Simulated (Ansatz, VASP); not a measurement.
## SiO2 in VASP and in Ansatz

Contents of INCAR:

```
ALGO = Normal
EDIFF = 1E-7
EDIFFG = -0.005
ENCUT = 600
GGA = PE
IBRION = 2
ISIF = 3
ISMEAR = 0
LASPH = True
LCHARG = False
LREAL = False
LWAVE = False
NELM = 80
NSW = 100
PREC = Accurate
SIGMA = 0.02
```

Contents of KPOINTS:

```
k-points
0
Gamma
  6 6 6
```

File POSCAR:

```
SiO2
1.0
    0.0000000000      3.7291996880      3.7291996880
    3.7291996880      0.0000000000      3.7291996880
    3.7291996880      3.7291996880      0.0000000000
Si O
2 4
Direct
    0.5000000000      0.5000000000      0.5000000000
    0.7500000000      0.7500000000      0.7500000000
    0.6250000000      0.6250000000      0.6250000000
    0.1250000000      0.6250000000      0.6250000000
    0.6250000000      0.6250000000      0.1250000000
    0.6250000000      0.1250000000      0.6250000000
```

Input for Ansatz:

```yaml
crystal:
  lattice:
    - [0.0, 3.729199688, 3.729199688]
    - [3.729199688, 0.0, 3.729199688]
    - [3.729199688, 3.729199688, 0.0]
  atoms:
    - { symbol: Si, position: [0.5, 0.5, 0.5] }
    - { symbol: Si, position: [0.75, 0.75, 0.75] }
    - { symbol: O, position: [0.625, 0.625, 0.625] }
    - { symbol: O, position: [0.125, 0.625, 0.625] }
    - { symbol: O, position: [0.625, 0.625, 0.125] }
    - { symbol: O, position: [0.625, 0.125, 0.625] }
basis:
  ecutwfc: 420
kpoints:
  mp_grid: { grid: [6, 6, 6] }
hamiltonian:
  xc: pbe
scf:
  occupations: { method: gaussian, width: 0.02 }
output:
  forces: true
  stress: true
  eigenvalues: true
  write_density: true
  write_potential: true
  elf: true
  volumetric_format: npy
relax:
  adjacent_minimum: "off"
  f_tol: 0.005
  max_steps: 80
  cell: { stress_tol: 0.05 }
```

Alike in both runs: task relaxation of cell and atoms; functional PBE; k mesh 6 × 6 × 6; occupations gaussian, width 0.02 eV; no spin polarisation.

```csv
,VASP,Ansatz
version,VASP 6.6.1,Ansatz 0.2.0
potentials or method,"VASP PAW PBE potentials, release 64 (Si, O), cutoff 600 eV","scalar-relativistic, plane waves, PAW"
valence electrons in the cell,32,32
```

Ansatz gave:

| Quantity | Value |
| --- | --- |
| gap on the k mesh at the Fermi level, each at its own relaxed structure (eV) | 5.37 |
| relaxed volume (Å³/atom) | 17.30 |
| relaxed length of the cell vector where the two differ most in proportion (Å) | 5.276 |

Problem. Which values does VASP return?

Solution. gap on the k mesh at the Fermi level, each at its own relaxed structure (eV): 5.38; relaxed volume (Å³/atom): 17.29; relaxed length of the cell vector where the two differ most in proportion (Å): 5.274.

Ansatz's warnings: xc potential rough in thin density.

Noted on VASP's run: the relaxation stopped at its first step, so nothing moved.
